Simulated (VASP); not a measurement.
The system is MgF2.

```xyz
6
Lattice="4.6220 0.0000 0.0000 0.0000 4.6220 0.0000 0.0000 0.0000 3.0461" Properties=species:S:1:pos:R:3 pbc="T T T"
Mg    2.3110    2.3110    1.5231
Mg    0.0000    0.0000    0.0000
F     3.2218    3.2218    0.0000
F     3.7113    0.9108    1.5231
F     1.4002    1.4002    0.0000
F     0.9108    3.7113    1.5231
```

Base run:

```yaml
Program: VASP 6.6.1
Functional: PBE0
Potentials_or_basis: VASP PAW PBE potentials, release 64 (Mg, F)
Cutoff: 520 eV
k_mesh: 4 × 4 × 6
Occupations: gaussian, width 0.01 eV
Spin: no spin polarisation
```

Its results: band gap on the k mesh 10.18 eV; pressure 0.6 GPa; largest force 0.017 eV/Å.

The run is repeated on the same cell with these changes: functional from PBE0 to r2SCAN; cutoff from 520 eV to 660 eV; k mesh from 4 × 4 × 6 to 6 × 6 × 8. What comes out?

Band gap on the k mesh 8.03 eV; pressure -1.5 GPa; largest force 0.007 eV/Å.

Several settings changed at once.

Caveats: the PAW data sets were made with another functional, which shifts forces and pressure a little.

A k mesh can miss the band edges.
